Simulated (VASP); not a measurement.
# BiP (P4/mmm) in VASP: single point with PBE

Aim: the single point of BiP with PBE.

Everything below comes from runs of VASP 6.6.1. Logs are shortened: lines on timing, memory, paths and dates and some standing lists are left out, and cuts for length are marked.

## (1) The cell of the first run

The structure is tetragonal, space group P4/mmm (No. 123). The conventional cell has a = 3.015 Å, b = 3.015 Å, c = 5.915 Å, α = 90.00°, β = 90.00°, γ = 90.00°. Within 3.9 Å of Bi (site symmetry 4/mmm) lie 2 P at 2.96 Å and 4 Bi at 3.02 Å. Within 3.9 Å of P (site symmetry 4/mmm) lie 2 Bi at 2.96 Å and 4 P at 3.02 Å.

The cell was built from a structure type or drawn by symmetry, and may not be a known phase.

## (2) Single point, PBE

File INCAR:

```
SYSTEM = BiP
  PREC = Accurate
  ENCUT = 500
  EDIFF = 1E-6
  ISMEAR = 0
  SIGMA = 0.1
  LREAL = .FALSE.
  LASPH = .TRUE.
  NELM = 120
  ALGO = Normal
  ISIF = 2
  LWAVE = .FALSE.
  LCHARG = .TRUE.
  GGA = PE
  LELF = .TRUE.
  LVHAR = .TRUE.
  NBANDS = 17
  GGA_COMPAT = .FALSE.
```

File KPOINTS:

```
Automatic mesh
0
G
  6 6 4
  0 0 0
```

File POSCAR:

```
BiP
1.0
    3.0152765093      0.0000000000      0.0000000000
    0.0000000000      3.0152765093      0.0000000000
    0.0000000000      0.0000000000      5.9153105130
Bi P
1 1
Direct
    0.0000000000      0.0000000000      0.6870391623
    0.0000000000      0.0000000000      0.1870301477
```

Potentials or basis: VASP PAW PBE potentials, release 64 (Bi_d, P).

Run with:

```
$ cat potpaw_PBE.64/Bi_d/POTCAR potpaw_PBE.64/P/POTCAR > POTCAR
$ mpirun -np 1 vasp_std > vasp.out
```

OUTCAR:

```text
SYSTEM = BiP
   PREC = Accurate
   ENCUT = 500
   EDIFF = 1E-6
   ISMEAR = 0
   LREAL = .FALSE.
   LASPH = .TRUE.
   NELM = 120
   ISIF = 2
   GGA = PE

 ion  position               nearest neighbor table
   1  0.000  0.000  0.687-   2 2.96   2 2.96
   2  0.000  0.000  0.187-   1 2.96   1 2.96

  LATTYP: Found a simple tetragonal cell.
 ALAT       =     3.0152765093
 C/A-ratio  =     1.9617804519

  Lattice vectors:

 A1 = (   3.0152765093,   0.0000000000,   0.0000000000)
 A2 = (   0.0000000000,   3.0152765093,   0.0000000000)
 A3 = (   0.0000000000,   0.0000000000,   5.9153105130)

Analysis of symmetry for initial positions (statically):
=====================================================================
 Subroutine PRICEL returns:
 Original cell was already a primitive cell.

 Routine SETGRP: Setting up the symmetry group for a
 simple tetragonal supercell.

 Subroutine GETGRP returns: Found  8 space group operations
 (whereof  8 operations were pure point group operations)
 out of a pool of 16 trial point group operations.

The static configuration has the point symmetry C_4v.

Analysis of symmetry for dynamics (positions and initial velocities):
=====================================================================
 Subroutine PRICEL returns:
 Original cell was already a primitive cell.

 Routine SETGRP: Setting up the symmetry group for a
 simple tetragonal supercell.

 Subroutine GETGRP returns: Found  8 space group operations
 (whereof  8 operations were pure point group operations)
 out of a pool of 16 trial point group operations.

The dynamic configuration has the point symmetry C_4v.

 Subroutine INISYM returns: Found  8 space group operations
 (whereof  8 operations are pure point group operations),
 and found     1 'primitive' translations

----------------------------------------------------------------------------------------

                                     Primitive cell

  volume of cell :      53.7814

  direct lattice vectors                    reciprocal lattice vectors
     3.015276509  0.000000000  0.000000000     0.331644543  0.000000000  0.000000000
     0.000000000  3.015276509  0.000000000     0.000000000  0.331644543  0.000000000
     0.000000000  0.000000000  5.915310513     0.000000000  0.000000000  0.169052833

  length of vectors
     3.015276509  3.015276509  5.915310513     0.331644543  0.331644543  0.169052833

  position of ions in fractional coordinates (direct lattice)
     0.000000000  0.000000000  0.687039162
     0.000000000  0.000000000  0.187030148

  ion indices of the primitive-cell ions
   primitive index   ion index
                 1           1
                 2           2

----------------------------------------------------------------------------------------

 KPOINTS: Automatic mesh

Automatic generation of k-mesh.
 Grid dimensions read from file:
 generate k-points for:    6    6    4

 Generating k-lattice:

  Cartesian coordinates                     Fractional coordinates (reciprocal lattice)
     0.055274091  0.000000000  0.000000000     0.166666667  0.000000000  0.000000000
     0.000000000  0.055274091  0.000000000     0.000000000  0.166666667  0.000000000
     0.000000000  0.000000000  0.042263208     0.000000000  0.000000000  0.250000000

  Length of vectors
     0.055274091  0.055274091  0.042263208

  Shift w.r.t. Gamma in fractional coordinates (k-lattice)
     0.000000000  0.000000000  0.000000000

 Subroutine IBZKPT returns following result:
 ===========================================

 Found     30 irreducible k-points:

 Following reciprocal coordinates:
            Coordinates               Weight
  0.000000  0.000000  0.000000      1.000000
  0.166667  0.000000  0.000000      4.000000
  0.333333  0.000000  0.000000      4.000000
  0.500000  0.000000  0.000000      2.000000
  0.166667  0.166667  0.000000      4.000000
  0.333333  0.166667  0.000000      8.000000
[... 16 lines left out ...]
  0.333333  0.000000  0.500000      4.000000
  0.500000  0.000000  0.500000      2.000000
 [... further k-points ...]
   k-points           NKPTS =     30   k-points in BZ     NKDIM =     30   number of bands    NBANDS=     17
   number of dos      NEDOS =    301   number of ions     NIONS =      2
   total plane-waves  NPLWV =  27648
   dimension x,y,z NGX =    24 NGY =   24 NGZ =   48
   dimension x,y,z NGXF=    48 NGYF=   48 NGZF=   96
   ions per type =               1   1
   NGX,Y,Z   is equivalent  to a cutoff of  13.23, 13.23, 13.49 a.u.
   NGXF,Y,Z  is equivalent  to a cutoff of  26.46, 26.46, 26.98 a.u.
 SYSTEM =  BiP
   PREC   = accura    normal or accurate (medium, high low for compatibility)
   ISTART =      0    job   : 0-new  1-cont  2-samecut
   ICHARG =      2    charge: 1-file 2-atom 10-const
   ISPIN  =      1    spin polarized calculation?
   LNONCOLLINEAR =      F non collinear calculations
   LSORBIT =      F    spin-orbit coupling
   LASPH  =      T    aspherical Exc in radial PAW
   ENCUT  =  500.0 eV  36.75 Ry    6.06 a.u.   5.50  5.50 10.78*2*pi/ulx,y,z
   NELM   =    120;   NELMIN=  2; NELMDL= -5     # of ELM steps
   EDIFF  = 0.1E-05   stopping-criterion for ELM
   LREAL  =      F    real-space projection
   EDIFFG = 0.1E-04   stopping-criterion for IOM
   NSW    =      0    number of steps for IOM
   IBRION =     -1    ionic relax: 0-MD 1-quasi-New 2-CG
   NFREE  =      0    steps in history (QN), initial steepest desc. (CG)
   ISIF   =      2    stress and relaxation
   ISYM   =      2    0-nonsym 1-usesym 2-fastsym
   POTIM  = 0.5000    time-step for ionic-motion
   TEBEG  =    0.0;   TEEND  =   0.0 temperature during run
   PSTRESS=    0.0 pullay stress
   NELECT =      20.0000    total number of electrons
   NUPDOWN=      -1.0000    fix difference up-down
   EMIN   =  10.00;   EMAX   =-10.00  energy-range for DOS
   EFERMI =   0.00;   METHOD = LEGACY
   ISMEAR =     0;   SIGMA  =   0.10  broadening in eV -4-tet -1-fermi 0-gaus
   EFERMI_NEDOS =   21; number of points for ismear=-14 and -15
   IALGO  =     38    algorithm
   IMIX   =      4    mixing-type and parameters
     AMIX     =   0.40;   BMIX     =  1.00
     AMIX_MAG =   1.60;   BMIX_MAG =  1.00
  volume/ion in A,a.u.               =      26.89       181.47
  Fermi-wavevector in a.u.,A,eV,Ry     =   1.177265  2.224708 18.857032  1.385953
  Thomas-Fermi vector in A             =   2.313615
   LORBIT       =      0    0 simple, 1 ext, 2 COOP (PROOUT), +10 PAW based schemes
   GGA     = PE    functional components
   LHFCALC =     F    Hartree Fock is set to
   AEXX    =    0.0000 exact exchange contribution
   IVDW    =     0    specifies the selected vdW correction
   LEPSILON=     F    determine dielectric tensor
   LRPA    =     F    only Hartree local field effects (RPA)
 non-spin polarized calculation
 Gauss-broadening in eV      SIGMA  =   0.10
  energy-cutoff  :      500.00
  volume of cell :       53.78
 maximum number of plane-waves:      1405
 NGX is ok and might be reduce to    24
   NGX = 11   NGY = 11   NGZ = 21

 number of electron      20.0000003 magnetization

 Free energy of the ion-electron system (eV)
  ---------------------------------------------------
  ext. energy  EPLUGINS =         0.00000000
  ---------------------------------------------------
  free energy    TOTEN  =        -8.07240237 eV

  energy without entropy =       -8.06429616  energy(sigma->0) =       -8.06834927

 E-fermi :   6.3584     XC(G=0):  -9.8047

 val. band max:        6.3315823579   @ k =   0.5000   0.1667   0.5000
 cond. band min:       6.4389915354   @ k =   0.1667   0.1667   0.0000
 fundamental gap:      0.1074091775
 Fermi energy:         6.3583974118

 k-point     1 :       0.0000    0.0000    0.0000
  band No.  band energies     occupation
      1     -17.0452      2.00000
      2     -16.7777      2.00000
      3     -16.4902      2.00000
      4     -16.4902      2.00000
      5     -16.4020      2.00000
      6      -7.4281      2.00000
[... 9 lines left out ...]
     16      14.6842      0.00000
     17      17.3403      0.00000

 k-point     2 :       0.1667    0.0000    0.0000
  band No.  band energies     occupation
      1     -16.9638      2.00000
      2     -16.7162      2.00000
      3     -16.5408      2.00000
      4     -16.4860      2.00000
      5     -16.4449      2.00000
      6      -7.0014      2.00000
[... 9 lines left out ...]
     16      15.0018      0.00000
     17      16.9341      0.00000

 k-point     3 :       0.3333    0.0000    0.0000
  band No.  band energies     occupation
      1     -16.8840      2.00000
      2     -16.6404      2.00000
      3     -16.5295      2.00000
      4     -16.5100      2.00000
      5     -16.4776      2.00000
      6      -5.8195      2.00000
[... 9 lines left out ...]
     16      16.0433      0.00000
     17      17.9985      0.00000

 k-point     4 :       0.5000    0.0000    0.0000
  band No.  band energies     occupation
      1     -16.8645      2.00000
      2     -16.6894      2.00000
      3     -16.5712      2.00000
      4     -16.4734      2.00000
      5     -16.3863      2.00000
      6      -4.8557      2.00000
[... 9 lines left out ...]
     16      17.3679      0.00000
     17      17.8563      0.00000

 k-point     5 :       0.1667    0.1667    0.0000
  band No.  band energies     occupation
      1     -16.8478      2.00000
      2     -16.6880      2.00000
      3     -16.5384      2.00000
      4     -16.5337      2.00000
      5     -16.4914      2.00000
      6      -6.5771      2.00000
[... 9 lines left out ...]
     16      15.2879      0.00000
     17      17.2338      0.00000

 k-point     6 :       0.3333    0.1667    0.0000
  band No.  band energies     occupation
      1     -16.7435      2.00000
      2     -16.6346      2.00000
      3     -16.5842      2.00000
      4     -16.5265      2.00000
      5     -16.5013      2.00000
      6      -5.4048      2.00000
[... 9 lines left out ...]
     16      15.8306      0.00000
     17      16.4880      0.00000

 k-point     7 :       0.5000    0.1667    0.0000
  band No.  band energies     occupation
      1     -16.7282      2.00000
      2     -16.6830      2.00000
      3     -16.6294      2.00000
      4     -16.5218      2.00000
      5     -16.3712      2.00000
      6      -4.4532      2.00000
[... 9 lines left out ...]
     16      16.4798      0.00000
     17      16.7401      0.00000

 k-point     8 :       0.3333    0.3333    0.0000
  band No.  band energies     occupation
      1     -16.6912      2.00000
      2     -16.6251      2.00000
      3     -16.6206      2.00000
      4     -16.5238      2.00000
      5     -16.4199      2.00000
      6      -4.2609      2.00000
[... 9 lines left out ...]
     16      12.9502      0.00000
     17      14.8576      0.00000
[... 203 lines left out ...]
      1     -16.7432      2.00000
      2     -16.6703      2.00000
      3     -16.6171      2.00000
      4     -16.5032      2.00000
      5     -16.2880      2.00000
      6      -3.1233      2.00000
[... 9 lines left out ...]
     16      12.8457      0.00000
     17      14.1620      0.00000

 k-point    20 :       0.5000    0.5000    0.2500
  band No.  band energies     occupation
      1     -16.7990      2.00000
      2     -16.6640      2.00000
      3     -16.6640      2.00000
      4     -16.4491      2.00000
      5     -16.1863      2.00000
      6      -2.2048      2.00000
[... 9 lines left out ...]
     16      12.7893      0.00000
     17      12.7893      0.00000

 k-point    21 :       0.0000    0.0000    0.5000
  band No.  band energies     occupation
      1     -17.0451      2.00000
      2     -16.7758      2.00000
      3     -16.4901      2.00000
      4     -16.4901      2.00000
      5     -16.4020      2.00000
      6      -7.1246      2.00000
[... 9 lines left out ...]
     16      15.5959      0.00000
     17      16.4422      0.00000

 k-point    22 :       0.1667    0.0000    0.5000
  band No.  band energies     occupation
      1     -16.9637      2.00000
      2     -16.7144      2.00000
      3     -16.5409      2.00000
      4     -16.4860      2.00000
      5     -16.4449      2.00000
      6      -6.6843      2.00000
[... 9 lines left out ...]
     16      16.1559      0.00000
     17      16.8247      0.00000

 k-point    23 :       0.3333    0.0000    0.5000
  band No.  band energies     occupation
      1     -16.8835      2.00000
      2     -16.6406      2.00000
      3     -16.5295      2.00000
      4     -16.5085      2.00000
      5     -16.4776      2.00000
      6      -5.4406      2.00000
[... 9 lines left out ...]
     16      15.5275      0.00000
     17      17.0549      0.00000

 k-point    24 :       0.5000    0.0000    0.5000
  band No.  band energies     occupation
      1     -16.8640      2.00000
      2     -16.6896      2.00000
      3     -16.5713      2.00000
      4     -16.4735      2.00000
      5     -16.3849      2.00000
      6      -4.3761      2.00000
[... 9 lines left out ...]
     16      16.0813      0.00000
     17      17.7372      0.00000

 [... further k-points ...]

------------------------ aborting loop because EDIFF is reached ----------------------------------------

  FORCE on cell =-STRESS in cart. coord.  units (eV):
  Direction    XX          YY          ZZ          XY          YZ          ZX
  --------------------------------------------------------------------------------------
  -------------------------------------------------------------------------------------
  Total       -0.0273364     -0.0273364     -0.0385368      0.0000000      0.0000000      0.0000000
  in kB       -0.8143674     -0.8143674     -1.1480326      0.0000000      0.0000000      0.0000000
  external PRESSURE =      -0.9255891 kB  Pullay stress =       0.0000000 kB

 VOLUME and BASIS-vectors are now :
 -----------------------------------------------------------------------------
  energy-cutoff  :      500.00
  volume of cell :       53.78
      direct lattice vectors                 reciprocal lattice vectors
     3.015276509  0.000000000  0.000000000     0.331644543  0.000000000  0.000000000
     0.000000000  3.015276509  0.000000000     0.000000000  0.331644543  0.000000000
     0.000000000  0.000000000  5.915310513     0.000000000  0.000000000  0.169052833

 POSITION                                       TOTAL-FORCE (eV/Angst)
 -----------------------------------------------------------------------------------
      0.00000      0.00000      4.06405         0.000000     -0.000000     -0.000041
      0.00000      0.00000      1.10634        -0.000000      0.000000      0.000041
 -----------------------------------------------------------------------------------
    total drift:                                0.000000      0.000000     -0.000013

  FREE ENERGIE OF THE ION-ELECTRON SYSTEM (eV)
  ---------------------------------------------------
  free  energy   TOTEN  =        -8.0724023666 eV

  energy  without entropy=       -8.0642961644  energy(sigma->0) =       -8.06834927
```

Wall time 35 s (1 thread of AMD EPYC 7R43 (Zen 3), shared host); peak memory 0.14 GiB.

What came out:

- Free energy: -8.0724 eV
- Pressure: -0.1 GPa
- Band gap on the k mesh: zero (bands 10 and 11 overlap by 5.04 eV)

Caveat: spin-orbit coupling is left out, which moves the levels of the heavy elements.
